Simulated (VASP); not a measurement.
PtSe2, 3 atoms in the cell. Symmetry: P-3m1, No. 164, trigonal system. Conventional cell: a = 3.724 Å, b = 3.724 Å, c = 5.062 Å, α = 90.00°, β = 90.00°, γ = 120.00°. Pt (site symmetry -3m) has 6 Se at 2.49 Å within 3.3 Å. Within 3.4 Å of Se (site symmetry 3m) lie 3 Pt at 2.49 Å and 6 Se at 3.32 Å. 

```yaml
Program: VASP 6.6.1
Task: relaxation of cell and atoms
Functional: revPBE
Potentials_or_basis: VASP PAW PBE potentials, release 64 (Pt, Se)
Cutoff: 600 eV
k_mesh: 8 × 8 × 5
Occupations: fermi-dirac, width 0.05 eV
Spin: no spin polarisation
Dipole_correction: no
Further_INCAR_settings: ALGO = Normal; EDIFF = 1e-07; IBRION = 2; EDIFFG = -0.01; NSW = 60; ISIF = 3
```

Potentials or basis: VASP PAW PBE potentials, release 64 (Pt, Se).

Run with:

```bash
$ cat potpaw_PBE.64/Pt/POTCAR potpaw_PBE.64/Se/POTCAR > POTCAR
$ mpirun -np 1 vasp_std > vasp.out
```

Hardware: 1 thread of Intel(R) Xeon(R) Platinum 8259CL CPU @ 2.50GHz (Skylake/Cascade Lake), with other jobs on the host.

Question: Estimate the wall time of this run.

Answer: Run time: 12 min on 1 thread of Intel(R) Xeon(R) Platinum 8259CL CPU @ 2.50GHz (Skylake/Cascade Lake), with other jobs on the host, peak memory 0.23 GiB. Counts: scf iterations 257, k points 40, ion steps 25.
